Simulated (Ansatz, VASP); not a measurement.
# Two plane-wave programs on Ag

Contents of INCAR:

```
SYSTEM = Ag
PREC = Accurate
ENCUT = 520
EDIFF = 1E-6
ISMEAR = 0
SIGMA = 0.15
LREAL = .False.
LASPH = .True.
NELM = 60
ALGO = Fast
ISIF = 2
LWAVE = .False.
LCHARG = .True.
GGA = PS
LELF = .True.
LVHAR = .True.
NBANDS = 12
```

File KPOINTS:

```
Automatic mesh
0
Gamma
  20 20 20
  0 0 0
```

POSCAR

```
Ag
1.0
    0.0000000000      2.0737465000      2.1043930000
    2.0737465000      0.0000000000      2.1043930000
    2.0737465000      2.0737465000      0.0000000000
Ag
1
Direct
    0.0000000000      0.0000000000      0.0000000000
```

Input for Ansatz:

```yaml
crystal:
  lattice:
    - [0.0, 2.0737465, 2.104393]
    - [2.0737465, 0.0, 2.104393]
    - [2.0737465, 2.0737465, 0.0]
  atoms:
    - { symbol: Ag, position: [0.0, 0.0, 0.0] }
basis:
  ecutwfc: 420
kpoints:
  mp_grid: { grid: [20, 20, 20] }
hamiltonian:
  xc: pbesol
scf:
  occupations: { method: gaussian, width: 0.15 }
output:
  forces: true
  stress: true
  eigenvalues: true
```

Change from the starting cell: strain +0.015 along x and y, +0.030 along z, atoms carried along.

Alike in both runs: task single point; functional PBEsol; k mesh 20 × 20 × 20; occupations gaussian, width 0.15 eV; no spin polarisation.

```csv
,VASP,Ansatz
version,VASP 6.6.1,Ansatz 0.2.0
potentials or method,"VASP PAW PBE potentials, release 64 (Ag), cutoff 520 eV","scalar-relativistic, plane waves, PAW"
valence electrons in the cell,11,19
```

Ansatz gave:

| Quantity | Value |
| --- | --- |
| gap on the k mesh at the Fermi level (eV) | none |
| pressure (GPa) | -7.8 |
| traceless stress, the component that is largest in VASP (GPa) | -0.33 |

Task: What did VASP give for the same quantities?

Result: gap on the k mesh at the Fermi level (eV): none; pressure (GPa): -7.9; traceless stress, the component that is largest in VASP (GPa): -0.32.

VASP's potentials were made for PBE, not for PBEsol. A gap of «none» marks a metal or a gap that the smearing closes. VASP's potentials hold 11 valence electrons a cell and Ansatz's 19, so a difference there can come from the potentials and not from the codes.
